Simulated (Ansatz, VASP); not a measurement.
## As in VASP and in Ansatz

File POSCAR:

```
As
1.0
    2.5951465025      0.0000000000      0.0000000000
    0.0000000000      2.5951465025      0.0000000000
    0.0000000000      0.0000000000      2.5951465025
As
1
Direct
    0.0000000000      0.0000000000      0.0000000000
```

File INCAR.step1:

```
SYSTEM = As
PREC = Accurate
ENCUT = 520
ISMEAR = -1
SIGMA = 0.1
LREAL = .FALSE.
LASPH = .TRUE.
NELM = 100
NBANDS = 8
GGA = PE
ALGO = Normal
EDIFF = 1E-4
LWAVE = .TRUE.
LCHARG = .FALSE.
```

INCAR.step2

```
SYSTEM = As
PREC = Accurate
ENCUT = 520
EDIFF = 1E-6
ISMEAR = -1
SIGMA = 0.1
LREAL = .FALSE.
LASPH = .TRUE.
NELM = 100
ALGO = Normal
ISIF = 2
LWAVE = .FALSE.
LCHARG = .FALSE.
METAGGA = R2SCAN
LMIXTAU = .TRUE.
NBANDS = 8
ISTART = 1
```

The input KPOINTS:

```
Automatic mesh
0
G
  13 13 13
  0 0 0
```

Input for Ansatz:

```yaml
crystal:
  lattice:
    - [2.5951465025, 0.0, 0.0]
    - [0.0, 2.5951465025, 0.0]
    - [0.0, 0.0, 2.5951465025]
  atoms:
    - { symbol: As, position: [0.0, 0.0, 0.0] }
hamiltonian:
  xc: r2scan
  pseudopotentials:
    kind: paw
    azcp:
      As: "pseudopotentials/As.paw.azcp"
basis:
  ecutwfc: 500
  fft_grid_basis: typed
kpoints:
  mp_grid: { grid: [13, 13, 13], shift: [0, 0, 0] }
magnetization:
  spin_polarized: false
scf:
  occupations: { method: fermi_dirac, width: 0.1 }
  lower_state_search: "off"
output:
  stress: true
```

Alike in both runs: task single point; functional r2SCAN; k mesh 13 × 13 × 13; occupations fermi-dirac, width 0.1 eV; no spin polarisation.

|  | VASP | Ansatz |
| --- | --- | --- |
| version | VASP 6.6.1 | Ansatz 0.2.0 |
| potentials or method | VASP PAW PBE potentials, release 64 (As), cutoff 520 eV | plane waves (500 eV) with PAW, scalar-relativistic |
| valence electrons in the cell | 5 | 15 |

```tsv
	VASP	Ansatz	Ansatz less VASP
pressure (GPa)	15.0	14.8	-0.16
```

VASP's potentials were made for PBE, not for r2SCAN. The functional is the same, so the differences come from potentials, cutoffs and numerics. VASP's potentials hold 5 valence electrons a cell and Ansatz's 15, so a difference there can come from the potentials and not from the codes.
